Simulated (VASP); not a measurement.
# Pd: single point with PBEsol

The system is Pd.

```xyz
3
Lattice="1.4626 0.8444 7.0687 -1.4626 0.8444 7.0687 0.0000 -1.6889 7.0687" Properties=species:S:1:pos:R:3 pbc="T T T"
Pd    0.0000    0.0000    0.0000
Pd    0.0000    0.0000    4.7124
Pd    0.0000    0.0000   16.4937
```

* Program: VASP 6.6.1
* Task: single point
* Functional: PBEsol
* Potentials or basis: VASP PAW PBE potentials, release 64 (Pd)
* Cutoff: 500 eV
* k mesh: 9 × 9 × 9
* Occupations: gaussian, width 0.1 eV
* Spin: no spin polarisation
* Dipole correction: no
* Further INCAR settings: ALGO = Normal; EDIFF = 1e-06; NBANDS = 22

```yaml
Pressure: -22.3 GPa
Largest_force: 0.053 eV/Å
Band_gap_on_the_k_mesh: zero (bands 15 and 16 overlap by 0.87 eV)
```

Forces in eV/Å, atoms in the order of the input:
```
Pd   0.000  0.000  0.000
Pd   0.000  0.000  0.053
Pd   0.000  0.000 -0.053
```

Stress tensor (GPa, compression positive):
```
-22.75   0.00   0.00
  0.00 -22.75   0.00
  0.00   0.00 -21.41
```

Levels at points of the mesh, in eV from the Fermi level:
```
           k point  band 14  band 15  band 16  band 17  band 18  band 19
(0.00, 0.00, 0.00)    -1.19    -0.47    -0.47    -0.29    -0.29    10.31
```

It took 4.1 min on 1 thread of Intel(R) Xeon(R) 6975P-C (Granite Rapids), on a shared host, peak memory 0.37 GiB.

Caveat: the cell stands under tension; the PAW data sets were made with another functional, which shifts forces and pressure a little.
